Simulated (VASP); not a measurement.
Set up this calculation in VASP 6.6.1, as the native input.

* Task: single point
* Functional: PBEsol
* Potentials or basis: VASP PAW PBE potentials, release 64 (Al, N)
* Cutoff: 600 eV
* k mesh: 10 × 10 × 10
* Occupations: gaussian, width 0.02 eV
* Spin: no spin polarisation
* Dipole correction: no
* Further INCAR settings: ALGO = Normal; EDIFF = 1e-06; NBANDS = 11

The structure of AlN (a.bB) lies in POSCAR:

```
AlN
1.0
    0.0000000000      2.1886939014      2.1886939014
    2.1886939014      0.0000000000      2.1886939014
    2.1886939014      2.1886939014      0.0000000000
Al N
1 1
Direct
    0.0000000000      0.0000000000      0.0000000000
    0.2500000000      0.2500000000      0.2500000000
```

One way to write it, as run:

INCAR

```
ALGO = Normal ; EDIFF = 1E-6
ENCUT = 600 ; GGA = PS
GGA_COMPAT = False ; ISIF = 2
ISMEAR = 0 ; LASPH = True
LCHARG = False ; LREAL = False
LWAVE = False ; NBANDS = 11
NELM = 120 ; PREC = Accurate
SIGMA = 0.02
```

KPOINTS

```
k-points
0
Gamma
  10 10 10
```

Potentials or basis: VASP PAW PBE potentials, release 64 (Al, N).

Run with:

```bash
$ cat potpaw_PBE.64/Al/POTCAR potpaw_PBE.64/N/POTCAR > POTCAR
$ mpirun -np 1 vasp_std > vasp.out
```

It gave:

| Item | Value |
| --- | --- |
| Pressure | -0.1 GPa |
| Band gap on the k mesh | 3.18 eV, indirect (least direct gap 4.08 eV) |

Caveat: the PAW data sets were made with another functional, which shifts forces and pressure a little.

Run time: 9.2 s on 1 thread of Intel(R) Xeon(R) Platinum 8488C (Sapphire Rapids), on a shared host, peak memory 0.15 GiB.
